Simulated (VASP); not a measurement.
Input of a VASP 6.6.1 run:

INCAR

```
  PREC = Accurate
  ENCUT = 600
  EDIFF = 1E-6
  ISMEAR = 1
  SIGMA = 0.1
  LREAL = F
  LASPH = T
  NELM = 120
  ALGO = Normal
  ISIF = 2
  LWAVE = F
  LCHARG = F
  GGA = PS
  NBANDS = 18
  GGA_COMPAT = F
```

The input KPOINTS:

```
Automatic mesh
0
Gamma
  7 7 7
```

POSCAR

```
Lu
1.0
    3.1464408728      0.0000000000      0.0000000000
    0.0000000000      3.1464408728      0.0000000000
    0.0000000000      0.0000000000      3.1464408728
Lu
1
Direct
    0.0000000000      0.0000000000      0.0000000000
```

Potentials or basis: VASP PAW PBE potentials, release 64 (Lu).

Launch:

```sh
$ cat potpaw_PBE.64/Lu/POTCAR > POTCAR
$ mpirun -np 1 vasp_std > vasp.out
```

Question: What does it give for the pressure?

Answer: 0.1 GPa.

Question: Estimate the band gap on the k mesh.

Answer: Zero (an odd number of electrons rules out a gap without spin polarisation).

Caveat: the PAW data sets were made with another functional, which shifts forces and pressure a little; spin-orbit coupling is left out, which moves the levels of the heavy elements.
